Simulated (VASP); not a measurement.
The system is Li.

```
Li
1.0
    -1.75465    1.75465    1.75465
     1.75465   -1.75465    1.75465
     1.75465    1.75465   -1.75465
Li
1
Direct
  0.00000 0.00000 0.00000
```

| Property | Result |
| --- | --- |
| Program | VASP 6.6.1 |
| Task | relaxation of cell and atoms |
| Functional | PBE |
| Dispersion | D4 |
| Potentials or basis | VASP PAW PBE potentials, release 64 (Li_sv) |
| Cutoff | 600 eV |
| k mesh | 11 × 11 × 11 |
| Occupations | fermi-dirac, width 0.05 eV |
| Spin | no spin polarisation |

At the start: pressure -1.0 GPa; volume 21.61 Å³/atom.

**Question.** Where does the relaxation end?

**Answer.** Over 4 steps the energy falls by 6.4 meV/atom and the volume is 19.78 Å³/atom (-8.5 %); space group Im-3m (No. 229, to 0.05 Å).

The path:
```
step  energy change (eV)  largest force (eV/Å)  pressure (GPa)  volume (Å³)
   1              0.0000                0.0000           -1.05        21.61
   2             -0.0026                0.0000           -0.83        21.17
   3             -0.0063                0.0000           -0.14        20.00
   4             -0.0064                0.0000            0.00        19.78
```

Final structure:
```yaml
crystal:
  lattice:
    - [-1.70365, 1.70365, 1.70365]
    - [1.70365, -1.70365, 1.70365]
    - [1.70365, 1.70365, -1.70365]
  atoms:
    - { symbol: Li, position: [0.00000, 0.00000, 0.00000] }
```

The cell as given is a measured one (21.61 Å³/atom); PBE+D4 puts the equilibrium volume -8.5 % from it, thermal expansion not counted.

Caveat: the cutoff is under 1.25 times the usual one of these potentials, so pressure, stress and relaxed cells hold a basis-set (Pulay) error; pairwise dispersion overbinds metals, which lowers pressure and volume.
